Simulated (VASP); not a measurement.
Crystal: Cu.

```xyz
8
Lattice="4.5275 0.0000 0.0000 0.0000 4.5275 0.0000 0.0000 0.0000 4.5275" Properties=species:S:1:pos:R:3 pbc="T T T"
Cu    2.2637    2.2637    2.2637
Cu    0.0000    0.0000    0.0000
Cu    1.1319    0.0000    2.2637
Cu    2.2637    1.1319    0.0000
Cu    2.2637    3.3956    0.0000
Cu    3.3956    0.0000    2.2637
Cu    0.0000    2.2637    3.3956
Cu    0.0000    2.2637    1.1319
```

- Program: VASP 6.6.1
- Task: relaxation of cell and atoms
- Functional: PBE
- Potentials or basis: VASP PAW PBE potentials, release 64 (Cu)
- Cutoff: 600 eV
- k mesh: 4 × 4 × 4
- Occupations: gaussian, width 0.1 eV
- Spin: no spin polarisation

At the start: pressure 9.4 GPa; volume 11.60 Å³/atom.

Task: How do energy, volume and symmetry change on relaxing?

Result: Over 3 steps the energy falls by 19.7 meV/atom and the volume is 12.32 Å³/atom (+6.2 %); space group Pm-3n (No. 223, to 0.05 Å).

The path:
| step | energy change (eV) | largest force (eV/Å) | pressure (GPa) | volume (Å³) |
| --- | --- | --- | --- | --- |
| 1 | 0.0000 | 0.0000 | 9.35 | 92.80 |
| 2 | -0.1098 | 0.0000 | -3.72 | 102.20 |
| 3 | -0.1577 | 0.0000 | 0.02 | 98.58 |

Final structure:
```
CELL_PARAMETERS angstrom
4.61955 0.00000 0.00000
0.00000 4.61955 0.00000
0.00000 0.00000 4.61955
ATOMIC_POSITIONS crystal
Cu 0.50000 0.50000 0.50000
Cu 0.00000 0.00000 0.00000
Cu 0.25000 0.00000 0.50000
Cu 0.50000 0.25000 0.00000
Cu 0.50000 0.75000 0.00000
Cu 0.75000 0.00000 0.50000
Cu 0.00000 0.50000 0.75000
Cu 0.00000 0.50000 0.25000
```
